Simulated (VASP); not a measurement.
Wanted: the native input for a VASP 6.6.1 run.

```
Task                   : single point
Functional             : LDA
Potentials or basis    : VASP PAW LDA potentials, release 64 (C_h)
Cutoff                 : 910 eV
k mesh                 : 13 × 13 × 13
Occupations            : fermi-dirac, width 0.05 eV
Spin                   : no spin polarisation
Dipole correction      : no
Second run             : hard_potentials
Further INCAR settings : ALGO = Normal; EDIFF = 1e-06; NBANDS = 11
```

The structure of C lies in POSCAR:

```
C
1.0
    0.0000000000      1.7891254806      1.7891254806
    1.7891254806      0.0000000000      1.7891254806
    1.7891254806      1.7891254806      0.0000000000
C
2
Direct
    0.5000000000      0.5000000000      0.5000000000
    0.7500000000      0.7500000000      0.7500000000
```

This cell differs from its parent crystal: volume scaled by 1.04.

The input as run:

INCAR

```
SYSTEM = C
PREC = Accurate
ENCUT = 910
EDIFF = 1E-6
ISMEAR = -1
SIGMA = 0.05
LREAL = .FALSE.
LASPH = .TRUE.
NELM = 120
ALGO = Normal
ISIF = 2
LWAVE = .FALSE.
LCHARG = .TRUE.
GGA = CA
LELF = .TRUE.
LVHAR = .TRUE.
NBANDS = 11
GGA_COMPAT = .FALSE.
```

KPOINTS

```
regular mesh
0
G
  13 13 13
  0 0 0
```

Potentials or basis: VASP PAW LDA potentials, release 64 (C_h).

Run with:

```bash
$ cat potpaw_LDA.64/C_h/POTCAR > POTCAR
$ mpirun -np 1 vasp_std > vasp.out
```

It gave:

```yaml
Pressure: -16.5 GPa
Band_gap_on_the_k_mesh: 4.09 eV, indirect (least direct gap 5.52 eV)
```

Caveat: the cutoff is under 1.25 times the usual one of these potentials, so pressure, stress and relaxed cells hold a basis-set (Pulay) error.

It used 29 s of CPU time on 1 thread of AMD EPYC 7R13 Processor (Zen 3) (shared host).
